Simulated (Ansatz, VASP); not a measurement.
Given: the input of a run of VASP 6.6.1 on Si.

Contents of INCAR:

```
PREC     = Accurate       # precision mode
ENCUT    = 500            # plane-wave cutoff, eV
EDIFF    = 1E-6           # SCF threshold, eV
ISMEAR   = 0              # smearing method
SIGMA    = 0.022          # smearing width, eV
LREAL    = F              # projectors in reciprocal space
LASPH    = T              # aspherical terms in the spheres
NELM     = 120            # most SCF steps
ALGO     = Normal         # electronic algorithm
ISIF     = 2              # what is computed and relaxed
LWAVE    = F              # write WAVECAR
LCHARG   = F              # write CHGCAR
GGA      = PE             # functional
NBANDS   = 8              # bands
GGA_COMPAT= F
```

File KPOINTS:

```
Automatic mesh
0
Gamma
  12 12 11
```

File POSCAR:

```
Si
1.0
    2.6205428149      0.0000000000      0.0000000000
   -1.3102714075      2.2694566494      0.0000000000
    0.0000000000      0.0000000000      2.4663543900
Si
1
Direct
    0.0000000000      0.0000000000      0.0000000000
```

Potentials or basis: VASP PAW PBE potentials, release 64 (Si).

Command:

```bash
$ cat potpaw_PBE.64/Si/POTCAR > POTCAR
$ mpirun -np 1 vasp_std > vasp.out
```

Q: Set up the same calculation for Ansatz 0.2.0. Potentials there: Ansatz PAW.

A: As run (the cutoff follows the program's own potentials):

Contents of input.yaml:

```yaml
crystal:
  lattice:
    - [2.6205428149, 0.0, 0.0]
    - [-1.3102714075, 2.2694566494, 0.0]
    - [0.0, 0.0, 2.46635439]
  atoms:
    - { symbol: Si, position: [0.0, 0.0, 0.0] }
hamiltonian:
  xc: pbe
  pseudopotentials: { kind: paw }
kpoints:
  mp_grid: { grid: [12, 12, 11] }
scf:
  occupations: { method: gaussian, width: 0.022 }
output:
  forces: true
  stress: true
  eigenvalues: true
```

Potentials or basis: Ansatz PAW.

Run with:

```console
$ ansatz run input.yaml --threads 2 --pin off --max-ram 5632MiB --backend cpu --events-out ev --progress --plain --runs-dir out
```

Both were run:

|  | VASP | Ansatz | Ansatz less VASP |
| --- | --- | --- | --- |
| gap on the k mesh at the Fermi level (eV) | none | none | - |
| pressure (GPa) | 3.0 | 3.1 | +0.06 |
| traceless stress, the component that is largest in VASP (GPa) | 3.50 | 3.51 | +0.010 |

A gap of «none» marks a metal or a gap that the smearing closes. With one functional, cell and mesh, what is left measures potentials, basis and numerics.
